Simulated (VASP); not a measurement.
## Ga2PN: single point with r2SCAN

Ga2PN:

```
N Ga P
1.0
     3.60016    0.00000    0.00000
     0.00000    3.60016    0.00000
     0.00000    0.00000    5.05435
N Ga P
1 2 1
Direct
  0.00000 0.00000 0.00000
  0.00000 0.50000 0.79278
  0.50000 0.00000 0.20722
  0.50000 0.50000 0.50000
```

```json
{
 "Program": "VASP 6.6.1",
 "Task": "single point",
 "Functional": "r2SCAN",
 "Potentials or basis": "VASP PAW PBE potentials, release 64 (N, Ga_d, P)",
 "Cutoff": "520 eV",
 "k mesh": "6 × 6 × 4",
 "Occupations": "fermi-dirac, width 0.02 eV",
 "Spin": "no spin polarisation"
}
```

```
Pressure               : -6.2 GPa
Largest force          : 0.158 eV/Å
Band gap on the k mesh : zero (filled and empty bands touch)
```

Forces in eV/Å, atoms in the order of the input:
```
N    0.000  0.000  0.000
Ga   0.000  0.000 -0.158
Ga   0.000  0.000  0.158
P    0.000  0.000  0.000
```

Levels at points of the mesh, in eV from the Fermi level:
```csv
k point,band 14,band 15,band 16,band 17,band 18,band 19,band 20,band 21,band 22,band 23
"(0.00, 0.00, 0.00)",-3.43,-3.43,-0.57,-0.25,-0.01,-0.01,3.28,3.84,6.06,6.06
"(0.50, 0.00, 0.00)",-5.61,-3.83,-3.41,-2.64,-0.31,3.20,4.11,5.12,5.24,7.47
"(0.50, 0.50, 0.00)",-6.92,-3.15,-3.00,-3.00,-2.71,1.72,2.39,3.22,3.22,8.42
"(0.00, 0.00, 0.50)",-3.09,-3.06,-3.06,-0.79,-0.79,2.57,3.66,4.28,5.06,6.90
"(0.50, 0.00, 0.50)",-6.71,-2.60,-1.52,-1.46,-0.16,0.87,4.15,6.05,6.05,6.90
"(0.50, 0.50, 0.50)",-6.62,-4.04,-3.92,-3.92,-3.60,4.37,4.79,4.79,6.09,7.37
```

It took 76 s on 1 thread of Intel(R) Xeon(R) 6975P-C (Granite Rapids) (shared host), peak memory 0.2 GiB.

Caveat: the cell stands under tension; semilocal functionals underestimate gaps, so a narrow gap can read as zero; the PAW data sets were made with another functional, which shifts forces and pressure a little.
